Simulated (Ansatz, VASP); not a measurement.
## One calculation of Tl, two programs

File INCAR:

```
  PREC = Accurate
  ENCUT = 520
  EDIFF = 1E-6
  ISMEAR = -1
  SIGMA = 0.08
  LREAL = False
  LASPH = True
  NELM = 80
  ALGO = Normal
  ISIF = 2
  LWAVE = False
  LCHARG = False
  GGA = PE
  NBANDS = 12
```

KPOINTS

```
Automatic mesh
0
Gamma
  14 14 14
```

File POSCAR:

```
Tl
1.0
    0.0000000000      2.4723417663      2.4723417663
    2.4723417663      0.0000000000      2.4723417663
    2.4723417663      2.4723417663      0.0000000000
Tl
1
Direct
    0.0000000000      0.0000000000      0.0000000000
```

Input for Ansatz:

```yaml
crystal:
  lattice:
    - [0.0, 2.4723417663, 2.4723417663]
    - [2.4723417663, 0.0, 2.4723417663]
    - [2.4723417663, 2.4723417663, 0.0]
  atoms:
    - { symbol: Tl, position: [0.0, 0.0, 0.0] }
kpoints:
  mp_grid: { grid: [14, 14, 14] }
scf:
  occupations: { method: fermi_dirac, width: 0.08 }
hamiltonian:
  xc: pbe
  pseudopotentials: { kind: all_electron, lapw: { basis_error: 0.00025 } }
output:
  forces: true
  stress: true
  eigenvalues: true
```

Change from the starting cell: volume scaled by 0.97.

Alike in both runs: task single point; functional PBE; k mesh 14 × 14 × 14; occupations fermi-dirac, width 0.08 eV; no spin polarisation.

|  | VASP | Ansatz |
| --- | --- | --- |
| version | VASP 6.6.1 | Ansatz 0.2.0 |
| potentials or method | VASP PAW PBE potentials, release 64 (Tl_d), cutoff 520 eV | all-electron LAPW, scalar-relativistic |

```csv
,VASP,Ansatz,Ansatz less VASP
pressure (GPa),0.9,0.9,+0.07
```

Ansatz ran all-electron here, and VASP with PAW potentials.

Neither program's run includes spin-orbit coupling.
